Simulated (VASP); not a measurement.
**TiAl3: single point with r2SCAN**

The system is TiAl3.

```xyz
4
Lattice="3.9557 0.0000 0.0000 0.0000 3.9557 0.0000 0.0000 0.0000 3.9557" Properties=species:S:1:pos:R:3 pbc="T T T"
Ti   -0.3000   -0.3000    0.0000
Al    1.9778    1.9778    0.0000
Al    1.9778    0.0000    1.9778
Al    0.0000    1.9778    1.9778
```

This cell differs from its parent crystal: atom 1 (Ti) moved by (-0.300, -0.300) A along x and y.

- Program: VASP 6.6.1
- Task: single point
- Functional: r2SCAN
- Potentials or basis: VASP PAW PBE potentials, release 64 (Ti_sv, Al)
- Cutoff: 520 eV
- k mesh: 12 × 12 × 12
- Occupations: gaussian, width 0.15 eV
- Spin: no spin polarisation
- Dipole correction: no
- Further INCAR settings: ALGO = Normal; EDIFF = 1e-07; NBANDS = 18

* Pressure: 6.1 GPa
* Largest force: 4.826 eV/Å

Forces on the atoms (eV/Å):
```
Ti   3.412  3.412  0.000
Al  -1.870 -1.870  0.000
Al  -1.255 -0.287  0.000
Al  -0.287 -1.255  0.000
```

Stress tensor (GPa, compression positive):
```
6.65 4.75 0.00
4.75 6.65 0.00
0.00 0.00 4.94
```

Levels at points of the mesh, in eV from the Fermi level:
```tsv
k point	band 7	band 8	band 9	band 10	band 11	band 12	band 13	band 14
(0.00, 0.00, 0.00)	-3.25	-2.34	-2.14	-1.98	0.09	0.26	0.40	0.79
(0.50, 0.00, 0.00)	-2.39	-2.30	-2.26	0.05	0.69	0.91	1.27	1.38
(0.00, 0.00, 0.50)	-2.29	-2.27	-2.23	-0.07	0.81	0.86	1.07	1.09
(0.50, 0.50, 0.00)	-6.38	-5.27	-1.38	-1.35	0.57	1.09	1.35	1.50
(0.00, 0.50, 0.50)	-6.37	-5.19	-1.26	-1.22	0.41	1.01	1.44	1.75
(0.50, 0.50, 0.50)	-5.25	-4.92	-3.75	-3.72	-3.60	0.40	1.48	1.62
```

It took 32 min on 1 thread of AMD EPYC 7R13, with other jobs on the host, peak memory 0.39 GiB.

Caveat: the cell differs from its parent crystal (atom 1 (Ti) moved by (-0.300, -0.300) A along x and y); the PAW data sets were made with another functional, which shifts forces and pressure a little.
